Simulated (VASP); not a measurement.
Input of a VASP 6.6.1 run:

The input INCAR:

```
  ALGO = Fast
  EDIFF = 1E-7
  ENCUT = 520
  GGA = PE
  ISIF = 2
  ISMEAR = 0
  LASPH = True
  LCHARG = False
  LREAL = False
  LWAVE = False
  NBANDS = 38
  NELM = 60
  PREC = Accurate
  SIGMA = 0.1
```

The input KPOINTS:

```
k-points
0
Gamma
  6 6 2
```

POSCAR

```
AlCu5
1.0
    2.6643738100      0.0000000000      0.0000000000
   -1.3321869100      2.3074154100      0.0000000000
    0.0000000000      0.0000000000     12.9313519200
Al Cu
1 5
Direct
    0.3333333300      0.6666666700      0.0000000000
    0.3333333300      0.6666666700      0.6666666700
    0.3333333300      0.6666666700      0.3333333300
    0.6666666700      0.3333333300      0.8333333300
    0.6666666700      0.3333333300      0.1666666700
    0.6666666700      0.3333333300      0.5000000000
```

Potentials or basis: VASP PAW PBE potentials, release 64 (Al, Cu).

Launch:

```bash
$ cat potpaw_PBE.64/Al/POTCAR potpaw_PBE.64/Cu/POTCAR > POTCAR
$ mpirun -np 1 vasp_std > vasp.out
```

**Question.** Estimate the band gap on the k mesh.

**Answer.** Zero (band 29 reaches 9.60 eV, above the bottom of band 30 at 5.37 eV).

**Question.** Predict the largest force.

**Answer.** 0.069 eV/Å.

Forces on the atoms (eV/Å):
```
Al   0.000  0.000  0.000
Cu   0.000  0.000  0.047
Cu   0.000  0.000 -0.047
Cu   0.000  0.000 -0.069
Cu   0.000  0.000  0.069
Cu   0.000  0.000  0.000
```

Caveat: the k points lie up to 0.45 Å⁻¹ apart.
